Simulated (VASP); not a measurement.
# NiO (R-3m) in VASP: a series of runs

Runs on NiO. Level: PBE+U. Tasks: single point.

Program: VASP 6.6.1. These are calculated values, not measurements. Logs are shortened: lines on timing, memory, paths and dates and some standing lists are left out, and cuts for length are marked.

## Step 1: The cell of the first run

The typed cell holds 4 atoms: a = 3.007 Å, b = 3.007 Å, c = 6.009 Å, α = 59.98°, β = 59.98°, γ = 60.00°.

## Step 2: Single point, PBE+U, collinear spin, antiferromagnetic start

INCAR

```
SYSTEM = NiO
PREC = Accurate ; ENCUT = 700
EDIFF = 1E-6 ; ISMEAR = 0
SIGMA = 0.05 ; LREAL = .False.
LASPH = .True. ; NELM = 200
ALGO = Normal ; ISIF = 2
LWAVE = .False. ; LCHARG = .True.
ISPIN = 2 ; MAGMOM = 1.85 -1.85 0 0
LORBIT = 11 ; LMAXMIX = 4
LDAU = .True. ; LDAUTYPE = 2
LDAUL = 2 -1 ; LDAUU = 6 0
LDAUJ = 0 0 ; LDAUPRINT = 1
GGA = PE ; LELF = .True.
LVHAR = .True. ; NBANDS = 36
GGA_COMPAT = .False.
```

KPOINTS

```
regular mesh
0
Gamma
  10 10 5
  0 0 0
```

POSCAR

```
NiO
1.0
    0.0000000000      2.1261674825      2.1261674825
    2.1261674825      0.0000000000      2.1261674825
    4.2493462858      4.2493462858      0.0029886792
Ni O
2 2
Direct
    0.0000000000      0.0000000000      0.0000000000
    0.0000000000      0.0000000000      0.5000000000
    0.5000000045      0.5000000045      0.2499999932
    0.4999999955      0.4999999955      0.7500000068
```

Potentials or basis: VASP PAW PBE potentials, release 64 (Ni_sv_GW, O).

Command:

```sh
$ cat potpaw_PBE.64/Ni_sv_GW/POTCAR potpaw_PBE.64/O/POTCAR > POTCAR
$ mpirun -np 1 vasp_std > vasp.out
```

OUTCAR:

```text
SYSTEM = NiO
   PREC = Accurate
   ENCUT = 700
   EDIFF = 1E-6
   ISMEAR = 0
   LREAL = .False.
   LASPH = .True.
   NELM = 200
   ISIF = 2
   ISPIN = 2
   LORBIT = 11
   GGA = PE

 ion  position               nearest neighbor table
   1  0.000  0.000  0.000-   3 2.13   3 2.13   4 2.13   4 2.13   3 2.13   4 2.13
   2  0.000  0.000  0.500-   3 2.13   4 2.13   3 2.13   4 2.13   4 2.13   3 2.13
   3  0.500  0.500  0.250-   1 2.13   1 2.13   1 2.13   2 2.13   2 2.13   2 2.13
   4  0.500  0.500  0.750-   1 2.13   1 2.13   1 2.13   2 2.13   2 2.13   2 2.13

  LATTYP: Found a trigonal (rhomboedric) cell.
 ALAT       =     5.2031452332
 COS(alpha) =     0.8330205421

  Lattice vectors:

 A1 = (   4.2493462858,   2.1231788033,  -2.1231788033)
 A2 = (   2.1231788033,   2.1231788033,  -4.2493462858)
 A3 = (   2.1231788033,   4.2493462858,  -2.1231788033)

Analysis of symmetry for initial positions (statically):
=====================================================================
 Subroutine PRICEL returns following result:

  LATTYP: Found a trigonal (rhomboedric) cell.
 ALAT       =     3.0047419459
 COS(alpha) =     0.4992965497
[... 12 lines left out ...]
 Subroutine GETGRP returns: Found 12 space group operations
 (whereof 12 operations were pure point group operations)
 out of a pool of 12 trial point group operations.

The static configuration has the point symmetry D_3d.

Analysis of symmetry for dynamics (positions and initial velocities):
=====================================================================
 Subroutine PRICEL returns following result:

  LATTYP: Found a trigonal (rhomboedric) cell.
 ALAT       =     3.0047419459
 COS(alpha) =     0.4992965497
[... 12 lines left out ...]
 Subroutine GETGRP returns: Found 12 space group operations
[... 228 lines left out ...]
  o =  0.9305  v = -0.8164 -0.3953  0.0003 -0.4211  0.0000  0.0000  0.0000  0.0000  0.0000  0.0000      0.0000  0.0000  0.0000  0.0000  0.0000  0.0000  0.0000  0.0000  0.0000  0.0000
  o =  0.9305  v =  0.0149  0.7144 -0.0000 -0.6995  0.0003  0.0000  0.0000  0.0000  0.0000  0.0000      0.0000  0.0000  0.0000  0.0000  0.0000  0.0000  0.0000  0.0000  0.0000  0.0000
  o =  0.9305  v = -0.5774  0.5774  0.0000  0.5774  0.0000  0.0000  0.0000  0.0000  0.0000  0.0000      0.0000  0.0000  0.0000  0.0000  0.0000  0.0000  0.0000  0.0000  0.0000  0.0000
  o =  0.9383  v =  0.0000  0.0000  0.0000  0.0000  0.0000 -0.5774  0.5774  0.0000  0.5774 -0.0000      0.0000  0.0000  0.0000  0.0000  0.0000  0.0000  0.0000  0.0000  0.0000  0.0000
  o =  0.9383  v =  0.0000  0.0000  0.0000  0.0000  0.0000  0.7859  0.5847  0.0013  0.2012 -0.0004      0.0000  0.0000  0.0000  0.0000  0.0000  0.0000  0.0000  0.0000  0.0000  0.0000
  o =  0.9383  v =  0.0000  0.0000  0.0000  0.0000  0.0000  0.2214 -0.5699  0.0004  0.7913  0.0013      0.0000  0.0000  0.0000  0.0000  0.0000  0.0000  0.0000  0.0000  0.0000  0.0000
  o =  0.9637  v =  0.0000  0.0000  0.0000  0.0000  0.0000 -0.0011 -0.0006  1.0000 -0.0006 -0.0000      0.0000  0.0000  0.0000  0.0000  0.0000  0.0000  0.0000  0.0000  0.0000  0.0000
  o =  0.9637  v =  0.0000  0.0000  0.0000  0.0000  0.0000  0.0000  0.0010  0.0000 -0.0010  1.0000      0.0000  0.0000  0.0000  0.0000  0.0000  0.0000  0.0000  0.0000  0.0000  0.0000

 number of electron      47.9999995 magnetization       0.0000000

 Free energy of the ion-electron system (eV)
  ---------------------------------------------------
  ext. energy  EPLUGINS =         0.00000000
  ---------------------------------------------------
  free energy    TOTEN  =       -20.78661885 eV

  energy without entropy =      -20.78661885  energy(sigma->0) =      -20.78661885

 E-fermi :   5.3412     XC(G=0): -12.6872

 val. band max:        4.9552472358   @ k =   0.0000   0.0000   0.4000
 cond. band min:       7.7948048458   @ k =   0.0000   0.0000   0.0000
 fundamental gap:      2.8395576100
 Fermi energy:         5.3411891275

 spin component 1

 k-point     1 :       0.0000    0.0000    0.0000
  band No.  band energies     occupation
      1     -98.3365      1.00000
      2     -96.0986      1.00000
      3     -58.7254      1.00000
      4     -58.7165      1.00000
      5     -58.7165      1.00000
      6     -56.5427      1.00000
[... 1865 lines left out ...]
     35      22.8667      0.00000
     36      26.7706      0.00000

 [... further k-points ...]

------------------------ aborting loop because EDIFF is reached ----------------------------------------

  FORCE on cell =-STRESS in cart. coord.  units (eV):
  Direction    XX          YY          ZZ          XY          YZ          ZX
  --------------------------------------------------------------------------------------
  -------------------------------------------------------------------------------------
  Total       -0.5527576     -0.5527576     -0.5527576     -0.0085629      0.0085629      0.0085629
  in kB      -23.0595594    -23.0595594    -23.0595594     -0.3572198      0.3572198      0.3572198
  external PRESSURE =     -23.0595594 kB  Pullay stress =       0.0000000 kB

 VOLUME and BASIS-vectors are now :
 -----------------------------------------------------------------------------
  energy-cutoff  :      700.00
  volume of cell :       38.41
      direct lattice vectors                 reciprocal lattice vectors
     0.000000000  2.126167483  2.126167483    -0.235247645  0.235082189  0.235247645
     2.126167483  0.000000000  2.126167483     0.235082189 -0.235247645  0.235247645
     4.249346286  4.249346286  0.002988679     0.117706551  0.117706551 -0.117706551

 POSITION                                       TOTAL-FORCE (eV/Angst)
 -----------------------------------------------------------------------------------
      0.00000      0.00000      0.00000        -0.000000     -0.000000      0.000000
      2.12467      2.12467      0.00149        -0.000000     -0.000000      0.000000
      2.12542      2.12542      2.12691        -0.000000     -0.000000     -0.000000
      4.25009      4.25009      2.12841         0.000000      0.000000      0.000000
 -----------------------------------------------------------------------------------
    total drift:                                0.000000      0.000000      0.000000

  FREE ENERGIE OF THE ION-ELECTRON SYSTEM (eV)
  ---------------------------------------------------
  free  energy   TOTEN  =       -20.7866188491 eV

  energy  without entropy=      -20.7866188491  energy(sigma->0) =      -20.78661885

 total charge

# of ion       s       p       d       f       tot
--------------------------------------------------
    1        2.154   6.205   7.717   0.008  16.084
    2        2.154   6.205   7.717   0.008  16.084
    3        1.546   3.461   0.000   0.000   5.008
    4        1.546   3.461   0.000   0.000   5.008
--------------------------------------------------
tot          7.400  19.331  15.434   0.017  42.183

 magnetization (x)

# of ion       s       p       d       f       tot
--------------------------------------------------
    1        0.001  -0.001   1.739   0.001   1.740
    2       -0.001   0.001  -1.739  -0.001  -1.740
    3        0.000   0.000   0.000   0.000   0.000
    4        0.000   0.000   0.000   0.000   0.000
--------------------------------------------------
tot          0.000   0.000   0.000  -0.000  -0.000
```

OSZICAR:

```text
N       E                     dE             d eps       ncg     rms          rms(c)
DAV:   1     0.811475269541E+03    0.81148E+03   -0.29759E+04 13784   0.553E+03
DAV:   2     0.596396194496E+02   -0.75184E+03   -0.70608E+03 14736   0.129E+03
DAV:   3    -0.209137370705E+02   -0.80553E+02   -0.77747E+02 16688   0.519E+02
DAV:   4    -0.239723606642E+02   -0.30586E+01   -0.30440E+01 16152   0.822E+01
DAV:   5    -0.240322091169E+02   -0.59848E-01   -0.59816E-01 14072   0.856E+00    0.217E+01
DAV:   6    -0.211504750797E+02    0.28817E+01   -0.50557E+01 14128   0.413E+02    0.137E+01
DAV:   7    -0.201465208661E+02    0.10040E+01   -0.11072E+01 14464   0.246E+02    0.474E+00
DAV:   8    -0.206550123800E+02   -0.50849E+00   -0.10796E+00 15840   0.269E+01    0.263E+00
DAV:   9    -0.207639267680E+02   -0.10891E+00   -0.13386E-01 15776   0.446E+01    0.101E+00
DAV:  10    -0.207854854015E+02   -0.21559E-01   -0.52411E-02 15640   0.757E+00    0.314E-01
DAV:  11    -0.207860567793E+02   -0.57138E-03   -0.26019E-03 16456   0.178E+00    0.157E-01
DAV:  12    -0.207863128713E+02   -0.25609E-03   -0.54153E-04 14936   0.191E+00    0.873E-02
DAV:  13    -0.207865939139E+02   -0.28104E-03   -0.13228E-04 16400   0.114E+00    0.207E-02
DAV:  14    -0.207866110941E+02   -0.17180E-04   -0.19979E-05 16272   0.349E-01    0.104E-02
DAV:  15    -0.207866158470E+02   -0.47529E-05   -0.19529E-06  6656   0.199E-01    0.653E-03
DAV:  16    -0.207866188268E+02   -0.29798E-05   -0.20811E-06  8152   0.167E-01    0.284E-03
DAV:  17    -0.207866188491E+02   -0.22303E-07   -0.12182E-06  5988   0.854E-02
   1 F= -.20786619E+02 E0= -.20786619E+02  d E =-.300629E-29  mag=     0.0000
```

It took 12 min on 1 thread of AMD EPYC 7R43 (Zen 3), shared host; peak memory 0.32 GiB.

Results:

```
Free energy                                           : -20.7866 eV
Pressure                                              : -2.3 GPa
Band gap on the k mesh                                : 2.84 eV
Net moment                                            : 0.00 μB per cell
Site moments                                          : Ni +1.74, -1.74; O +0.00 μB
Valence electrons inside the program's atomic spheres : Ni 16.08; O 5.01
```

Levels at points of the mesh, in eV from the valence-band top:
Spin up:
```
           k point  band 21  band 22  band 23  band 24  band 25  band 26  band 27  band 28
(0.00, 0.00, 0.00)    -0.83    -0.82    -0.63    -0.63     2.84     4.62     4.62     6.92
(0.50, 0.00, 0.00)    -2.12    -1.52    -0.53    -0.41     4.80     4.92     6.93     7.31
```
Spin down:
```csv
k point,band 22,band 23,band 24,band 25,band 26,band 27
"(0.00, 0.00, 0.00)",-0.82,-0.63,-0.63,2.84,4.62,4.62
"(0.50, 0.00, 0.00)",-1.52,-0.53,-0.41,4.80,4.92,6.93
```

Eigenvalues of the final occupation matrices:
```csv
site,spin,trace,eigenvalues
site 1 d,1,4.74,0.94 0.94 0.94 0.96 0.96
site 1 d,2,3.00,0.10 0.10 0.93 0.93 0.93
site 2 d,1,3.00,0.10 0.10 0.93 0.93 0.93
site 2 d,2,4.74,0.94 0.94 0.94 0.96 0.96
```

A k mesh can miss the band edges. The state reached can hang on the start; a lower one may exist.

## Step 3: Single point, PBE+U, non-collinear spin, typed start, spin-orbit coupling

INCAR

```
SYSTEM = NiO
PREC = Accurate
ENCUT = 800
EDIFF = 1E-6
ISMEAR = 0
SIGMA = 0.05
LREAL = .False.
LASPH = .True.
NELM = 300
ALGO = All
ISIF = 2
LWAVE = .False.
LCHARG = .False.
LNONCOLLINEAR = .True.
MAGMOM = 0 0 2 0 0 -2 0 0 0 0 0 0
LORBIT = 11
LSORBIT = .True.
GGA_COMPAT = .False.
LORBMOM = .True.
LMAXMIX = 4
LDAU = .True.
LDAUTYPE = 2
LDAUL = 2 -1
LDAUU = 6.2 0
LDAUJ = 0 0
LDAUPRINT = 1
GGA = PE
NBANDS = 46
ISEARCH = 1
KPAR = 4
```

KPOINTS

```
regular mesh
0
Gamma
  6 6 6
  0 0 0
```

POSCAR is that of step 2.

Potentials or basis: VASP PAW PBE potentials, release 64 (Ni, O).

Command:

```sh
$ cat potpaw_PBE.64/Ni/POTCAR potpaw_PBE.64/O/POTCAR > POTCAR
$ mpirun -np 4 vasp_ncl > vasp.out
```

It took 9 min on 4 MPI ranks of Intel Xeon Platinum 8375C at 2.90GHz (Ice Lake), shared host; peak memory 0.94 GiB.

Results (log left out):

| Item | Value |
| --- | --- |
| Free energy | -20.4707 eV |
| Pressure | -8.0 GPa |
| Net moment | 0.00 μB per cell |
| Valence electrons inside the program's atomic spheres | Ni 8.91; O 5.00 |

Moments on the atoms (μB; x, y, z):
```
Ni   0.00  0.00  1.76
Ni   0.00  0.00 -1.76
O    0.00  0.00  0.00
O    0.00  0.00  0.00
```

Caveat: the k points lie up to 0.41 Å⁻¹ apart. The state reached can hang on the start; a lower one may exist.
